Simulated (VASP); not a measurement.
SnO2, 3 atoms in the cell. The structure is orthorhombic, space group Pmmm (No. 47). The conventional cell has a = 3.063 Å, b = 5.030 Å, c = 6.056 Å, α = 90.00°, β = 90.00°, γ = 90.00°. Sn (site symmetry mmm) has 4 O at 2.05 Å within 2.7 Å. O (site symmetry mm2) has 2 Sn at 2.05 Å and 1 O at 2.72 Å within 2.8 Å. 

| Item | Value |
| --- | --- |
| Program | VASP 6.6.1 |
| Task | single point |
| Functional | PBE |
| Potentials or basis | VASP PAW PBE potentials, release 64 (Sn_d, O) |
| Cutoff | 520 eV |
| k mesh | 9 × 6 × 5 |
| Occupations | fermi-dirac, width 0.05 eV |
| Spin | no spin polarisation |
| Dipole correction | no |
| Further INCAR settings | ALGO = Normal; EDIFF = 1e-06; NBANDS = 20 |

Potentials or basis: VASP PAW PBE potentials, release 64 (Sn_d, O).

Launch:

```sh
$ cat potpaw_PBE.64/Sn_d/POTCAR potpaw_PBE.64/O/POTCAR > POTCAR
$ mpirun -np 1 vasp_std > vasp.out
```

Hardware: 1 thread of Intel Xeon 8259CL, on a shared host.

Question: Estimate the wall time of this run.

Answer: Wall time 110 s on 1 thread of Intel Xeon 8259CL (shared host), peak memory 0.26 GiB. Counts: scf iterations 14, k points 60.
